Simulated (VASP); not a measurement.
# H18CO10 in VASP: notebook, part 4 of 4

VASP 6.6.1. The steps go on from the part before.

## (6) Single point, PBE+D3(BJ)

This run uses another cell than the first one, of 10.49 Å³/atom.

File INCAR:

```
SYSTEM = H18CO10
PREC = Accurate ; ENCUT = 520
EDIFF = 1E-6 ; ISMEAR = -1
SIGMA = 0.05 ; LREAL = Auto
LASPH = .TRUE. ; NELM = 100
ALGO = Normal ; ISIF = 2
LWAVE = .FALSE. ; LCHARG = .FALSE.
GGA = PE ; IVDW = 12
NBANDS = 61
```

File KPOINTS:

```
regular mesh
0
G
  1 1 1
  0 0 0
```

File POSCAR:

```
H18CO10
1.0
    6.7943170000      0.0000000000      0.0000000000
    0.0000000000      6.4129010000      0.0000000000
    0.0000000000      0.0000000000      6.9791670000
O H C
10 18 1
Direct
    0.1942358592      0.9841099995      0.0718280563
    0.9247728653      0.6059660051      0.7276083235
    0.8296198131      0.7683574095      0.3449552074
    0.5876381688      0.6980460169      0.9509874173
    0.0098759007      0.1474995482      0.5282865419
    0.7045299770      0.1175754935      0.7849647386
    0.2450577446      0.3840383627      0.8407020494
    0.7587076081      0.1571519660      0.2072167065
    0.1981214594      0.5010524878      0.1910686476
    0.5034354447      0.4678070034      0.3014686423
    0.1158909718      0.9359726589      0.1817552152
    0.3196200589      0.9175098758      0.0798519365
    0.8758643437      0.6519046528      0.6034101204
    0.8120315846      0.5972024206      0.8232930950
    0.7613715992      0.9033353236      0.3324895364
    0.7267249968      0.6516863429      0.3050220750
    0.5753484861      0.8275505890      0.8731701076
    0.4963118441      0.5965786779      0.8923271216
   -0.0283619384      0.2105131515      0.4022543091
   -0.0077417642      0.0046936636      0.4909038572
    0.7939870924      0.1124919908      0.6706244456
    0.6303061809      0.2482651767      0.7660942918
    0.1209098722      0.4198567856      0.7815116045
    0.2410396807      0.2371469636      0.8626530931
    0.6617000649      0.2656052230      0.2336381978
    0.7638148176      0.1694085095      0.0700226832
    0.2252765068      0.4533205799      0.0542041765
    0.2493554540      0.5707401377      0.4500680382
    0.3314681961      0.5170826744      0.3230471487
```

Potentials or basis: VASP PAW PBE potentials, release 64 (O, H, C).

Run with:

```bash
$ cat potpaw_PBE.64/O/POTCAR potpaw_PBE.64/H/POTCAR potpaw_PBE.64/C/POTCAR > POTCAR
$ mpirun -np 1 vasp_gam > vasp.out
```

OUTCAR:

```text
SYSTEM = H18CO10
   PREC = Accurate
   ENCUT = 520
   EDIFF = 1E-6
   ISMEAR = -1
   LREAL = Auto
   LASPH = .TRUE.
   NELM = 100
   ISIF = 2
   GGA = PE
   IVDW = 12
 IVDW          = 12

 ion  position               nearest neighbor table
   1  0.194  0.984  0.072-  12 0.95  11 0.98
   2  0.925  0.606  0.728-  13 0.97  14 1.02
   3  0.830  0.768  0.345-  15 0.99  16 1.06
   4  0.588  0.698  0.951-  18 0.99  17 1.00
   5  0.010  0.147  0.528-  20 0.96  19 1.00
   6  0.705  0.118  0.785-  22 0.99  21 1.00
   7  0.245  0.384  0.841-  24 0.95  23 0.97
   8  0.759  0.157  0.207-  26 0.96  25 0.98
   9  0.198  0.501  0.191-  27 1.02  29 1.30
  10  0.503  0.468  0.301-  29 1.22
  11  0.116  0.936  0.182-   1 0.98
  12  0.320  0.918  0.080-   1 0.95
  13  0.876  0.652  0.603-   2 0.97
  14  0.812  0.597  0.823-   2 1.02
  15  0.761  0.903  0.332-   3 0.99
[... 11 lines left out ...]
  27  0.225  0.453  0.054-   9 1.02
  28  0.249  0.571  0.450-  29 1.10
  29  0.331  0.517  0.323-  28 1.10  10 1.22   9 1.30

  LATTYP: Found a simple orthorhombic cell.
 ALAT       =     6.4129010000
 B/A-ratio  =     1.0594763587
 C/A-ratio  =     1.0883010669

[... 215 lines left out ...]
 Fermi energy:        -2.2734631241

 k-point     1 :       0.0000    0.0000    0.0000
  band No.  band energies     occupation
      1     -24.6921      2.00000
      2     -22.7917      2.00000
      3     -22.4905      2.00000
      4     -22.3395      2.00000
      5     -22.1509      2.00000
      6     -22.0513      2.00000
[... 45 lines left out ...]
     52       6.3576      0.00000
     53       6.5735      0.00000
 [bands above 53 left out]

------------------------ aborting loop because EDIFF is reached ----------------------------------------

 Edisp (eV)   -1.03494

 E8    (eV) :    -0.2177

  FORCE on cell =-STRESS in cart. coord.  units (eV):
  Direction    XX          YY          ZZ          XY          YZ          ZX
  --------------------------------------------------------------------------------------
  -------------------------------------------------------------------------------------
  Total       0.28827    -0.66222    -0.19581    -3.58895     0.81310     1.14005
  in kB       1.51884    -3.48908    -1.03168   -18.90925     4.28399     6.00664
  external pressure =       -1.00 kB  Pullay stress =        0.00 kB

 VOLUME and BASIS-vectors are now :
 -----------------------------------------------------------------------------
  energy-cutoff  :      520.00
  volume of cell :      304.09
      direct lattice vectors                 reciprocal lattice vectors
     6.794317000  0.000000000  0.000000000     0.147181829  0.000000000  0.000000000
     0.000000000  6.412901000  0.000000000     0.000000000  0.155935668  0.000000000
     0.000000000  0.000000000  6.979167000     0.000000000  0.000000000  0.143283575

 POSITION                                       TOTAL-FORCE (eV/Angst)
 -----------------------------------------------------------------------------------
      1.31970      6.31100      0.50130        -0.860487      0.647677      0.079251
      6.28320      3.88600      5.07810        -0.335377     -0.647909      1.211248
      5.63670      4.92740      2.40750        -1.477757     -1.898598     -0.034855
      3.99260      4.47650      6.63710        -0.508280      0.152411     -0.683994
      0.06710      0.94590      3.68700        -0.304900      0.803308     -0.968441
      4.78680      0.75400      5.47840        -0.553695      0.457999     -0.241156
[... 21 lines left out ...]
      1.69420      3.66010      3.14110         0.755613      0.171033      0.752396
      2.25210      3.31600      2.25460        -1.167899     -0.536738     -0.745119
 -----------------------------------------------------------------------------------
    total drift:                               -0.004810     -0.004558     -0.018994

  FREE ENERGIE OF THE ION-ELECTRON SYSTEM (eV)
  ---------------------------------------------------
  free  energy   TOTEN  =      -147.3975276480 eV

  energy  without entropy=     -147.3975276479  energy(sigma->0) =     -147.39752765
```

Run time: 97 s. Hardware: 1 thread of Intel Xeon 8259CL, shared host; peak memory 0.36 GiB.

What came out:

```
Free energy                : -147.3975 eV
Pressure                   : -0.1 GPa
Largest force              : 2.792 eV/Å
Dispersion energy per atom : -0.036 eV
```

Forces on the atoms (eV/Å):
```
O   -0.860  0.648  0.079
O   -0.335 -0.648  1.211
O   -1.478 -1.899 -0.035
O   -0.508  0.152 -0.684
O   -0.305  0.803 -0.968
O   -0.554  0.458 -0.241
O    1.292  0.731  0.582
O   -0.124  0.307  0.488
O   -1.508  0.369 -0.128
O    1.334  0.089  0.751
H    0.206 -0.075 -0.578
H    0.763 -0.627  0.212
H   -0.356  0.160 -0.276
H    0.900  0.603 -1.086
H   -0.138 -0.270 -0.548
H    1.658  2.148  0.659
H    0.342 -0.443  0.258
H   -0.002  0.447  0.225
H    0.080  0.117  0.704
H    0.233 -1.242  0.156
H    0.074  0.306  0.644
H    0.259 -0.638 -0.059
H   -1.111  0.704 -0.666
H   -0.137 -1.338  0.149
H   -0.364  0.265  0.584
H    0.485 -0.588 -1.177
H    0.568 -0.174 -0.263
H    0.756  0.171  0.752
C   -1.168 -0.537 -0.745
```

Caveat: the k points lie up to 0.98 Å⁻¹ apart; the atoms stand as in a frame of molecular dynamics.

## (7) Single point, PBE+D3(BJ)

This run uses another cell than the first one, of 11.27 Å³/atom.

File INCAR:

```
SYSTEM = H18CO10
ALGO = Normal ; EDIFF = 1E-7
ENCUT = 520 ; GGA = PE
ISIF = 2 ; ISMEAR = -1
IVDW = 12 ; LASPH = .True.
LCHARG = .False. ; LREAL = Auto
LWAVE = .False. ; NBANDS = 61
NELM = 80 ; PREC = Accurate
SIGMA = 0.05
```

File KPOINTS:

```
k-points
0
Gamma
  1 1 1
  0 0 0
```

File POSCAR:

```
H18CO10
1.0
    6.8959640000      0.0000000000      0.0000000000
    0.0000000000      6.6024510000      0.0000000000
    0.0000000000      0.0000000000      7.1805380000
O H C
10 18 1
Direct
    0.2411990550      0.9222635655      0.0263211475
    0.9098510375      0.5967632323      0.7249456796
    0.8114456514      0.7781655631      0.3911823877
    0.5591241486      0.7035569064      0.8994312125
   -0.0229844587      0.1771463355      0.5139308503
    0.6779617759      0.1488235202      0.7987563049
    0.2122980920      0.4136039783      0.8682914846
    0.7648096771      0.1314814756      0.1767277048
    0.1862828750      0.4669932424      0.2161258669
    0.5072387269      0.4214192578      0.2783496167
    0.1613407495      0.9858611597      0.1216900461
    0.3386328583      0.8511233177      0.0980845725
    0.9075453410      0.6853212542      0.6093136754
    0.7894037730      0.6302962339      0.7889938052
    0.7642006252      0.8804911994      0.3033059640
    0.7486262979      0.6491983053      0.3315350465
    0.5473926488      0.8428688074      0.8453962642
    0.4985524866      0.6092888838      0.8133095320
   -0.0393273515      0.2289149893      0.3880489178
   -0.0582804667      0.0336087311      0.5019540319
    0.7464366113      0.1959726774      0.6851018684
    0.5493503156      0.2110731303      0.7964862800
    0.0893131113      0.4845473295      0.8291022205
    0.1819035018      0.2745344115      0.8310519351
    0.6598062287      0.2122999474      0.2212647576
    0.7673908971      0.1448098592      0.0403033867
    0.2006826022      0.4403667668      0.0751893521
    0.2808309324      0.5199735674      0.4528072966
    0.3356891074      0.4628129766      0.3218839591
```

Run with:

```bash
$ cat potpaw_PBE.64/O/POTCAR potpaw_PBE.64/H/POTCAR potpaw_PBE.64/C/POTCAR > POTCAR
$ mpirun -np 1 vasp_gam > vasp.out
```

It took 1.8 min on 1 thread of Intel Xeon 8259CL, shared host; peak memory 0.32 GiB.

The run converged. Its results:

```yaml
Free_energy: -147.4354 eV
Pressure: -0.5 GPa
Largest_force: 2.997 eV/Å
Dispersion_energy_per_atom: -0.033 eV
```

Forces in eV/Å, atoms in the order of the input:
```
O   -0.275  0.483  0.157
O    0.398  0.618 -1.246
O   -1.320 -2.396 -1.225
O    0.436  0.916 -0.289
O   -0.049 -0.481  0.522
O   -0.255  0.039 -0.363
O   -0.220 -0.444 -0.068
O    1.306 -1.124 -0.237
O   -1.564 -0.114 -0.846
O   -1.231  0.254  0.717
H   -0.192 -0.005 -0.076
H    0.310 -0.270 -0.159
H   -0.024 -0.913  1.034
H   -0.337  0.244  0.516
H    0.220  0.735 -0.241
H    1.082  1.759  1.301
H    0.122 -1.020  0.249
H   -0.538  0.160  0.058
H   -0.190  0.067 -0.257
H    0.191  0.230 -0.084
H    0.081 -0.057  0.302
H    0.259  0.012  0.004
H    0.002  0.564 -0.535
H    0.190 -0.074  0.063
H   -0.980  0.974  0.166
H   -0.312  0.009 -0.026
H    0.522 -0.294 -0.452
H    0.569 -0.003  1.508
C    1.801  0.133 -0.493
```

Stress tensor (GPa, compression positive):
```
-0.48 -1.24  0.56
-1.24 -1.36  0.40
 0.56  0.40  0.30
```

Levels at points of the mesh, in eV from the Fermi level:
```csv
k point,band 38,band 39,band 40,band 41,band 42,band 43,band 44,band 45
"(0.00, 0.00, 0.00)",-1.63,-1.56,-1.32,-1.30,3.42,3.92,5.75,6.23
```

Caveat: the k points lie up to 0.95 Å⁻¹ apart; the atoms stand as in a frame of molecular dynamics.

## (8) Overview

| cell | pressure (GPa) | largest force (eV/Å) |
| --- | --- | --- |
| a = 6.485 Å, 29 atoms, atomic positions A | 1.2 | 2.45 |
| a = 6.485 Å, 29 atoms, atomic positions B | 1.5 | 4.08 |
| a = 6.485 Å, 29 atoms, atomic positions C | -0.3 | 2.48 |
| a = 6.493, b = 6.465, c = 6.658 Å, 29 atoms, atomic positions D | -0.9 | 2.69 |
| a = 6.794, b = 6.413, c = 6.979 Å, 29 atoms, atomic positions E | -0.1 | 2.79 |
| a = 6.896, b = 6.602, c = 7.181 Å, 29 atoms, atomic positions F | -0.5 | 3.00 |

Alike in all rows: task single point; level PBE+D3(BJ); potentials or basis VASP PAW PBE potentials, release 64 (O, H, C); no spin polarisation; k mesh 1 × 1 × 1; cutoff (eV) 520; smearing fermi-dirac 0.05 eV.

Caveats: all runs use coarse meshes; the atoms stand as in a frame of molecular dynamics (at least some runs).

Absolute energies hang on the potentials; compare differences alone.
